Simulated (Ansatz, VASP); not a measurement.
# SnPb3Se4: VASP beside Ansatz

```
Sn Pb Se
1.0
     6.16286    0.00000    0.00000
     0.00000    6.16286    0.00000
     0.00000    0.00000    6.16286
Sn Pb Se
1 3 4
Direct
  0.00000 0.00000 0.00000
  0.50000 0.00000 0.50000
  0.00000 0.50000 0.50000
  0.50000 0.50000 0.00000
  0.50000 0.50000 0.50000
  0.00000 0.50000 0.00000
  0.50000 0.00000 0.00000
  0.00000 0.00000 0.50000
```

Alike in both runs: task relaxation of cell and atoms; functional PBE; k mesh 6 × 6 × 6; occupations gaussian, width 0.1 eV; no spin polarisation.

```csv
,VASP,Ansatz
version,VASP 6.6.1,Ansatz 0.2.0
potentials or method,"VASP PAW PBE potentials, release 64 (Sn_d, Pb_d, Se), cutoff 600 eV","scalar-relativistic, plane waves, PAW"
valence electrons in the cell,80,120
```

```tsv
	VASP	Ansatz	Ansatz less VASP
gap on the k mesh at the Fermi level, each at its own relaxed structure (eV)	none	none	-
relaxed volume (Å³/atom)	29.54	29.53	-0.005
relaxed length of the cell vector where the two differ most in proportion (Å)	6.182	6.182	-0.0003
```

A gap of «none» marks a metal or a gap that the smearing closes. VASP's potentials hold 80 valence electrons a cell and Ansatz's 120, so a difference there can come from the potentials and not from the codes.

Neither program's run includes spin-orbit coupling.
